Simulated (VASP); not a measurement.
Write the native input for VASP 6.6.1 that does the following.

| Property | Result |
| --- | --- |
| Task | relaxation of cell and atoms |
| Functional | r2SCAN |
| Potentials or basis | VASP PAW PBE potentials, release 64 (Tl_d) |
| Cutoff | 600 eV |
| k mesh | 6 × 6 × 6 |
| Occupations | fermi-dirac, width 0.05 eV |
| Spin | no spin polarisation |
| Dipole correction | no |
| Further INCAR settings | ALGO = Normal; EDIFF = 1e-07; IBRION = 2; EDIFFG = -0.02; NSW = 80; ISIF = 3 |

Tl:

```
Tl
1.0
     1.92500    1.92500    1.92500
    -1.92500    1.92500    1.92500
    -1.92500   -1.92500    1.92500
Tl
1
Direct
  0.00000 0.00000 0.00000
```

This isn't the form of Tl at room conditions, which is hcp.

The input as run:

POSCAR

```
Tl
1.0
    1.9250000000      1.9250000000      1.9250000000
   -1.9250000000      1.9250000000      1.9250000000
   -1.9250000000     -1.9250000000      1.9250000000
Tl
1
Direct
    0.0000000000      0.0000000000      0.0000000000
```

INCAR.step1

```
SYSTEM = Tl
PREC = Accurate
ENCUT = 600
ISMEAR = -1
SIGMA = 0.05
LREAL = .False.
LASPH = .True.
NELM = 60
GGA = PE
ALGO = Normal
EDIFF = 1E-4
LWAVE = .True.
LCHARG = .False.
```

INCAR.step2

```
SYSTEM = Tl
PREC = Accurate
ENCUT = 600
EDIFF = 1E-7
ISMEAR = -1
SIGMA = 0.05
LREAL = .False.
LASPH = .True.
NELM = 60
ALGO = Normal
ISIF = 3
LWAVE = .False.
LCHARG = .False.
METAGGA = R2SCAN
LMIXTAU = .True.
IBRION = 2
NSW = 80
EDIFFG = -0.02
ISTART = 1
```

KPOINTS

```
Automatic mesh
0
Gamma
  6 6 6
  0 0 0
```

Potentials or basis: VASP PAW PBE potentials, release 64 (Tl_d).

The run is started by

```bash
$ cat potpaw_PBE.64/Tl_d/POTCAR > POTCAR
$ cp INCAR.step1 INCAR
$ mpirun -np 1 vasp_std > vasp.out
$ cp INCAR.step2 INCAR
$ mpirun -np 1 vasp_std > vasp.out
```

It gave:

```yaml
Relaxed_volume: 30.10 Å³/atom
Relaxed_cell: a = 3.394 Å, b = 3.394 Å, c = 3.394 Å, α = 70.53°, β = 109.47°, γ = 70.53°
Space_group_after_relaxing_to_0.1_Å: Im-3m (No. 229)
Energy_gained_by_relaxing: 10.1 meV/atom
Ionic_steps: 2
Pressure_after_relaxing: 0.1 GPa
Band_gap_on_the_k_mesh: zero (an odd number of electrons rules out a gap without spin polarisation)
```

Caveat: the k points lie up to 0.38 Å⁻¹ apart in the final cell, too coarse for converged energies and pressures of a metal; the PAW data sets were made with another functional, which shifts forces and pressure a little; spin-orbit coupling is left out, which moves the levels of the heavy elements.

Wall time 90 s on 1 thread of Intel(R) Xeon(R) Platinum 8259CL CPU @ 2.50GHz (Skylake/Cascade Lake), on a shared host, peak memory 0.17 GiB.
